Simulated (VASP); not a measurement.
Re, 2 atoms in the cell. The structure is hexagonal, space group P6_3/mmc (No. 194). Conventional cell: a = 2.747 Å, b = 2.747 Å, c = 4.439 Å, α = 90.00°, β = 90.00°, γ = 120.00°. Re (site symmetry -6m2) has 12 Re at 2.73 to 2.75 Å within 3.6 Å.  This cell differs from its parent crystal: volume scaled by 0.97, then relaxed in part.

```yaml
Program: VASP 6.6.1
Task: single point
Functional: PBE
Potentials_or_basis: VASP PAW PBE potentials, release 64 (Re)
Cutoff: 520 eV
k_mesh: 18 × 18 × 10
Occupations: gaussian, width 0.1 eV
Spin: no spin polarisation
Dipole_correction: no
Further_INCAR_settings: ALGO = Fast; EDIFF = 1e-07; NBANDS = 14
```

Potentials or basis: VASP PAW PBE potentials, release 64 (Re).

Command:

```console
$ cat potpaw_PBE.64/Re/POTCAR > POTCAR
$ mpirun -np 1 vasp_std > vasp.out
```

Hardware: 1 thread of AMD EPYC 9R45 96-Core Processor (Zen 5) (shared host).

Problem. How long does it take, and how much memory?

Solution. It took 83 s on 1 thread of AMD EPYC 9R45 96-Core Processor (Zen 5), with other jobs on the host, peak memory 0.17 GiB. Counts: scf iterations 15, k points 222.
